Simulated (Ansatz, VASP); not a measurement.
**Two plane-wave programs on Al**

```xyz
1
Lattice="-1.5674 1.5674 1.5674 1.5674 -1.5674 1.5674 1.5674 1.5674 -1.5674" Properties=species:S:1:pos:R:3 pbc="T T T"
Al    0.0000    0.0000    0.0000
```

Change from the starting cell: strain -0.015 along x and y, -0.015 along z, atoms carried along.

Alike in both runs: task single point; functional r2SCAN; k mesh 20 × 20 × 20; occupations gaussian, width 0.15 eV; no spin polarisation.

|  | VASP | Ansatz |
| --- | --- | --- |
| version | VASP 6.6.1 | Ansatz 0.2.0 |
| potentials or method | VASP PAW PBE potentials, release 64 (Al), cutoff 520 eV | scalar-relativistic, plane waves, PAW |
| valence electrons in the cell | 3 | 3 |

```csv
,VASP,Ansatz,Ansatz less VASP
gap on the k mesh at the Fermi level (eV),none,none,-
pressure (GPa),4.3,4.7,+0.35
```

VASP's potentials were made for PBE, not for r2SCAN. A gap of «none» marks a metal or a gap that the smearing closes.
